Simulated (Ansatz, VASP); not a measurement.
Two plane-wave programs on MnO

Contents of INCAR:

```
SYSTEM = MnO
  ALGO = Normal
  EDIFF = 1E-6
  ENCUT = 520
  GGA = PE
  ISIF = 2
  ISMEAR = -1
  ISPIN = 2
  LASPH = .TRUE.
  LCHARG = .TRUE.
  LDAU = .TRUE.
  LDAUJ = 0 0
  LDAUL = 2 -1
  LDAUPRINT = 1
  LDAUTYPE = 2
  LDAUU = 3 0
  LELF = .TRUE.
  LMAXMIX = 4
  LORBIT = 11
  LREAL = .FALSE.
  LVHAR = .TRUE.
  LWAVE = .FALSE.
  MAGMOM = 4 -2 0 0
  NBANDS = 31
  NELM = 150
  PREC = Accurate
  SIGMA = 0.05
```

The input KPOINTS:

```
k-points
0
G
  8 8 4
  0 0 0
```

The input POSCAR:

```
MnO
1.0
    2.9694859100      0.0000000000      0.0000000000
   -1.4847429600      2.5716502300      0.0000000000
    0.0000000000      0.0000000000      5.7961422600
Mn O
2 2
Direct
    0.0000000000      0.0000000000      0.0000000000
    0.0000000000      0.0000000000      0.5000000000
    0.6666666667      0.3333333333      0.2500000000
    0.6666666667      0.3333333333      0.7500000000
```

File input.yaml:

```yaml
crystal:
  lattice:
    - [2.96948591, 0.0, 0.0]
    - [-1.48474296, 2.57165023, 0.0]
    - [0.0, 0.0, 5.79614226]
  atoms:
    - { symbol: Mn, position: [0.0, 0.0, 0.0], spin: 4.0 }
    - { symbol: Mn, position: [0.0, 0.0, 0.5], spin: -2.0 }
    - { symbol: O, position: [0.6666666667, 0.3333333333, 0.25] }
    - { symbol: O, position: [0.6666666667, 0.3333333333, 0.75] }
hamiltonian:
  xc: pbe
  pseudopotentials: { kind: paw }
  hubbard: { sites: [{ species: Mn, l: d, u_eff: 3.0 }] }
magnetization:
  spin_polarized: true
kpoints:
  mp_grid: { grid: [8, 8, 4] }
scf:
  occupations: { method: fermi_dirac, width: 0.05 }
output:
  forces: true
  stress: true
  eigenvalues: true
```

Alike in both runs: task single point; functional PBE; k mesh 8 × 8 × 4; occupations fermi-dirac, width 0.05 eV; collinear spin; Hubbard terms Mn d U = 3.0 eV.

|  | VASP | Ansatz |
| --- | --- | --- |
| version | VASP 6.6.1 | Ansatz 0.2.0 |
| potentials or method | VASP PAW PBE potentials, release 64 (Mn_pv, O) | Ansatz PAW |
| plane-wave cutoff (eV) | 520 | 420 |
| valence electrons in the cell | 38 | 42 |

|  | VASP | Ansatz | Ansatz less VASP |
| --- | --- | --- | --- |
| gap on the k mesh at the Fermi level (eV) | 1.43 | 1.44 | +0.016 |
| least direct gap on the mesh (eV) | 1.76 | 1.78 | +0.019 |
| pressure (GPa) | 1.7 | 2.7 | +1.07 |
| traceless stress, the component that is largest in VASP (GPa) | -14.04 | -13.96 | +0.079 |
| net moment per atom (μB) | 0.00 | 0.00 | 0.000 |
| size of the moment on the site where the two differ most (μB) | 4.48 | 4.18 | -0.298 |

Site moments also hang on the region over which each program counts them. The programs project onto different local orbitals, so the same U acts differently, and such runs can settle in different states. VASP's potentials hold 38 valence electrons a cell and Ansatz's 42, so a difference there can come from the potentials and not from the codes.

Noted on Ansatz's run: the magnetic or orbital state may not be the lowest.
